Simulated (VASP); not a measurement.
A run of VASP 6.6.1 is set up as follows.

File POSCAR:

```
BO
1.0
    0.0000000000      1.9703612204      1.9703612204
    1.9703612204      0.0000000000      1.9703612204
    1.9703612204      1.9703612204      0.0000000000
B O
1 1
Direct
    0.0000000000      0.0000000000      0.0000000000
    0.5000000000      0.5000000000      0.5000000000
```

Contents of INCAR.step1:

```
PREC = Accurate
ENCUT = 520
ISMEAR = -1
SIGMA = 0.1
LREAL = False
LASPH = True
NELM = 80
NBANDS = 12
GGA = PE
ALGO = Normal
EDIFF = 1E-4
LWAVE = True
LCHARG = False
```

File INCAR.step2:

```
PREC = Accurate
ENCUT = 520
EDIFF = 1E-6
ISMEAR = -1
SIGMA = 0.1
LREAL = False
LASPH = True
NELM = 80
ALGO = Normal
ISIF = 2
LWAVE = False
LCHARG = False
METAGGA = R2SCAN
LMIXTAU = True
NBANDS = 12
ISTART = 1
```

File KPOINTS:

```
Automatic mesh
0
Gamma
  15 15 15
```

Potentials or basis: VASP PAW PBE potentials, release 64 (B, O).

Command:

```console
$ cat potpaw_PBE.64/B/POTCAR potpaw_PBE.64/O/POTCAR > POTCAR
$ cp INCAR.step1 INCAR
$ mpirun -np 1 vasp_std > vasp.out
$ cp INCAR.step2 INCAR
$ mpirun -np 1 vasp_std > vasp.out
```

Question: Estimate the pressure.

Answer: -8.8 GPa.

Caveat: the PAW data sets were made with another functional, which shifts forces and pressure a little; an odd number of electrons without spin polarisation forces a metal; a magnetic or distorted state may lie lower.
